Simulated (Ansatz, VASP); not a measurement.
## AlH4: VASP beside Ansatz

INCAR

```
SYSTEM = AlH4
PREC = Accurate
ENCUT = 600
EDIFF = 1E-7
ISMEAR = 0
SIGMA = 0.1
LREAL = .False.
LASPH = .True.
NELM = 80
ALGO = Normal
ISIF = 3
LWAVE = .False.
LCHARG = .False.
GGA = PE
IBRION = 2
NSW = 100
EDIFFG = -0.01
```

The input KPOINTS:

```
regular mesh
0
Gamma
  12 12 8
  0 0 0
```

Contents of POSCAR:

```
AlH4
1.0
    3.3217576533      0.0000000000      0.0000000000
   -1.6608788267      2.8767265130      0.0000000000
    0.0000000000      0.0000000000      4.5928624234
Al H
1 4
Direct
    0.0000000000      0.0000000000      0.0000000000
    0.3333333333      0.6666666667      0.0000000000
    0.6666666667      0.3333333333      0.0000000000
    0.0000000000      0.0000000000      0.3828289075
    0.0000000000      0.0000000000      0.6171710925
```

Input for Ansatz:

```yaml
crystal:
  lattice:
    - [3.3217576533, 0.0, 0.0]
    - [-1.6608788267, 2.876726513, 0.0]
    - [0.0, 0.0, 4.5928624234]
  atoms:
    - { symbol: Al, position: [0.0, 0.0, 0.0] }
    - { symbol: H, position: [0.3333333333, 0.6666666667, 0.0] }
    - { symbol: H, position: [0.6666666667, 0.3333333333, 0.0] }
    - { symbol: H, position: [0.0, 0.0, 0.3828289075] }
    - { symbol: H, position: [0.0, 0.0, 0.6171710925] }
basis:
  ecutwfc: 420
kpoints:
  mp_grid: { grid: [12, 12, 8] }
hamiltonian:
  xc: pbe
scf:
  occupations: { method: gaussian, width: 0.1 }
output:
  forces: true
  stress: true
  eigenvalues: true
relax:
  adjacent_minimum: "off"
  f_tol: 0.01
  max_steps: 80
  cell: { stress_tol: 0.05 }
```

Alike in both runs: task relaxation of cell and atoms; functional PBE; k mesh 12 × 12 × 8; occupations gaussian, width 0.1 eV; no spin polarisation.

|  | VASP | Ansatz |
| --- | --- | --- |
| version | VASP 6.6.1 | Ansatz 0.2.0 |
| potentials or method | VASP PAW PBE potentials, release 64 (Al, H), cutoff 600 eV | scalar-relativistic, plane waves, PAW |
| valence electrons in the cell | 7 | 7 |

VASP gave:

- gap on the k mesh at the Fermi level, each at its own relaxed structure (eV): none
- relaxed volume (Å³/atom): 8.71
- relaxed cell length with the largest relative difference (Å): 3.299

**Question.** Estimate Ansatz's values.

**Answer.** gap on the k mesh at the Fermi level, each at its own relaxed structure (eV): none; relaxed volume (Å³/atom): 8.75; relaxed cell length with the largest relative difference (Å): 3.304.

A gap of «none» marks a metal or a gap that the smearing closes.
